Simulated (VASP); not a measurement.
# CdS: single point with PBEsol

The system is CdS.

```
CELL_PARAMETERS angstrom
0.00000 2.73477 2.73477
2.73477 0.00000 2.73477
2.73477 2.73477 0.00000
ATOMIC_POSITIONS crystal
Cd 0.00000 0.00000 0.00000
S 0.50000 0.50000 0.50000
```

This cell differs from its parent crystal: volume scaled by 0.98.

| Quantity | Value |
| --- | --- |
| Program | VASP 6.6.1 |
| Task | single point |
| Functional | PBEsol |
| Potentials or basis | VASP PAW PBE potentials, release 64 (Cd, S) |
| Cutoff | 520 eV |
| k mesh | 8 × 8 × 8 |
| Occupations | fermi-dirac, width 0.05 eV |
| Spin | no spin polarisation |

The pressure is -2.6 GPa.

Levels at points of the mesh, in eV from the Fermi level:
```tsv
k point	band 6	band 7	band 8	band 9	band 10	band 11	band 12	band 13
(0.00, 0.00, 0.00)	-7.74	-0.90	-0.90	-0.90	0.65	9.01	9.01	9.01
(0.50, 0.00, 0.00)	-7.52	-5.06	-0.15	-0.15	3.21	5.65	5.65	6.62
(0.50, 0.50, 0.00)	-6.77	-4.47	-2.32	-2.32	-0.01	5.76	9.59	11.01
```

Run time: 36 s on 1 thread of Intel Xeon 8259CL, on a shared host, peak memory 0.17 GiB.

Caveat: the PAW data sets were made with another functional, which shifts forces and pressure a little.
